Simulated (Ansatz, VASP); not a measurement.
# RbBr in VASP and in Ansatz

The input POSCAR:

```
RbBr
1.0
    3.9983097553      0.0000000000      0.0000000000
    0.0000000000      3.9983097553      0.0000000000
    0.0000000000      0.0000000000      4.1279266522
Rb Br
1 1
Direct
    0.0000000000      0.0000000000      0.0000000000
    0.5000000000      0.5000000000      0.5000000000
```

The input INCAR.step1:

```
PREC     = Accurate       # precision mode
ENCUT    = 550            # plane-wave cutoff, eV
ISMEAR   = 0              # smearing method
SIGMA    = 0.01           # smearing width, eV
LREAL    = False          # projectors in reciprocal space
LASPH    = True           # aspherical terms in the spheres
NELM     = 120            # most SCF steps
NBANDS   = 15             # bands
GGA      = PE             # functional
ALGO     = Normal         # electronic algorithm
EDIFF    = 1E-5           # SCF threshold, eV
LWAVE    = True           # write WAVECAR
LCHARG   = False          # write CHGCAR
GGA_COMPAT= False
```

Contents of INCAR.step2:

```
PREC     = Accurate       # precision mode
ENCUT    = 550            # plane-wave cutoff, eV
EDIFF    = 1E-6           # SCF threshold, eV
ISMEAR   = 0              # smearing method
SIGMA    = 0.01           # smearing width, eV
LREAL    = False          # projectors in reciprocal space
LASPH    = True           # aspherical terms in the spheres
NELM     = 120            # most SCF steps
ALGO     = Normal         # electronic algorithm
ISIF     = 2              # what is computed and relaxed
LWAVE    = False          # write WAVECAR
LCHARG   = False          # write CHGCAR
METAGGA  = R2SCAN         # meta-GGA
LMIXTAU  = True         
NBANDS   = 15             # bands
ISTART   = 1            
GGA_COMPAT= False
```

File KPOINTS:

```
regular mesh
0
Gamma
  6 6 6
```

Input for Ansatz:

```yaml
crystal:
  lattice:
    - [3.9983097553, 0.0, 0.0]
    - [0.0, 3.9983097553, 0.0]
    - [0.0, 0.0, 4.1279266522]
  atoms:
    - { symbol: Rb, position: [0.0, 0.0, 0.0] }
    - { symbol: Br, position: [0.5, 0.5, 0.5] }
kpoints:
  mp_grid: { grid: [6, 6, 6] }
  band_path:
    path:
      - [0.0, 0.0, 0.0]
      - [0.0, 0.5, 0.0]
      - [0.5, 0.5, 0.0]
      - [0.5, 0.5, 0.5]
      - [0.0, 0.5, 0.5]
    npoints: 1
hamiltonian:
  xc: r2scan
scf:
  occupations: { method: fixed }
  n_extra_bands: 4
output:
  forces: true
  stress: true
  eigenvalues: true
```

Change from the starting cell: biaxial_xy strain -3.1%.

Alike in both runs: task single point; functional r2SCAN; k mesh 6 × 6 × 6; no spin polarisation.

|  | VASP | Ansatz |
| --- | --- | --- |
| version | VASP 6.6.1 | Ansatz 0.2.0 |
| potentials or method | VASP PAW PBE potentials, release 64 (Rb_sv, Br) | plane waves, PAW |
| plane-wave cutoff (eV) | 550 | 500 |
| occupations | gaussian, width 0.01 eV | fixed |
| valence electrons in the cell | 16 | 16 |

|  | VASP | Ansatz | Ansatz less VASP |
| --- | --- | --- | --- |
| gap on the k mesh at the Fermi level (eV) | 5.01 | 5.01 | -0.003 |
| pressure (GPa) | 1.3 | 1.3 | -0.03 |
| traceless stress, the component that is largest in VASP (GPa) | -0.69 | -0.69 | 0.000 |

VASP's potentials were made for PBE, not for r2SCAN.
